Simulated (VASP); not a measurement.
# Pd: single point with r2SCAN

Pd:

```xyz
1
Lattice="0.0000 1.9551 1.9551 1.9551 0.0000 1.9551 1.9551 1.9551 0.0000" Properties=species:S:1:pos:R:3 pbc="T T T"
Pd    0.0000    0.0000    0.0000
```

```yaml
Program: VASP 6.6.1
Task: single point
Functional: r2SCAN
Potentials_or_basis: VASP PAW PBE potentials, release 64 (Pd)
Cutoff: 520 eV
k_mesh: 35 × 35 × 35
Occupations: methfessel-paxton, width 0.1 eV
Spin: no spin polarisation
Dipole_correction: no
Further_INCAR_settings: ALGO = Normal; EDIFF = 1e-06; NBANDS = 11
```

* Pressure: 0.2 GPa
* Band gap on the k mesh: zero (band 5 reaches 9.68 eV, above the bottom of band 6 at 8.04 eV)

Levels at points of the mesh, in eV from the Fermi level:
| k point | band 1 | band 2 | band 3 | band 4 | band 5 | band 6 | band 7 | band 8 | band 9 | band 10 |
| --- | --- | --- | --- | --- | --- | --- | --- | --- | --- | --- |
| (0.00, 0.00, 0.00) | -7.08 | -2.85 | -2.85 | -2.85 | -1.27 | -1.27 | 18.02 | 22.51 | 22.93 | 22.93 |

Wall time 22 min on 1 thread of AMD EPYC 7R13, on a shared host, peak memory 0.28 GiB.

Caveat: the PAW data sets were made with another functional, which shifts forces and pressure a little.
